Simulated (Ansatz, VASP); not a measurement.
## Two plane-wave programs on Ga2O3

```
CELL_PARAMETERS angstrom
6.13871 -1.52366 0.00364
6.13871 1.52366 0.00364
-1.38044 0.00000 5.64415
ATOMIC_POSITIONS crystal
Ga 0.34127 0.34127 0.68542
Ga 0.65873 0.65873 0.31458
Ga 0.90948 0.90948 0.20461
Ga 0.09052 0.09052 0.79539
O 0.50377 0.50377 0.74407
O 0.49623 0.49623 0.25593
O 0.82678 0.82678 0.43723
O 0.17322 0.17322 0.56277
O 0.16527 0.16527 0.10959
O 0.83473 0.83473 0.89041
```

Alike in both runs: functional PBEsol; k mesh 8 × 8 × 4; occupations gaussian, width 0.02 eV; no spin polarisation.

Ansatz relaxed the structure, and its values are those at the end. VASP's run is a single point on that final structure, the one shown.

|  | VASP | Ansatz |
| --- | --- | --- |
| version | VASP 6.6.1 | Ansatz 0.2.0 |
| potentials or method | VASP PAW PBE potentials, release 64 (Ga_d, O), cutoff 520 eV | scalar-relativistic, plane waves, PAW |
| valence electrons in the cell | 88 | 88 |

```tsv
	VASP	Ansatz	Ansatz less VASP
gap on the k mesh at the Fermi level (eV)	2.23	2.23	-0.001
least direct gap on the mesh (eV)	2.24	2.24	-0.003
pressure (GPa)	0.3	0.0	-0.28
rms of the force components (eV/Å)	0.009	0.002	-0.0071
```

VASP's potentials were made for PBE, not for PBEsol.
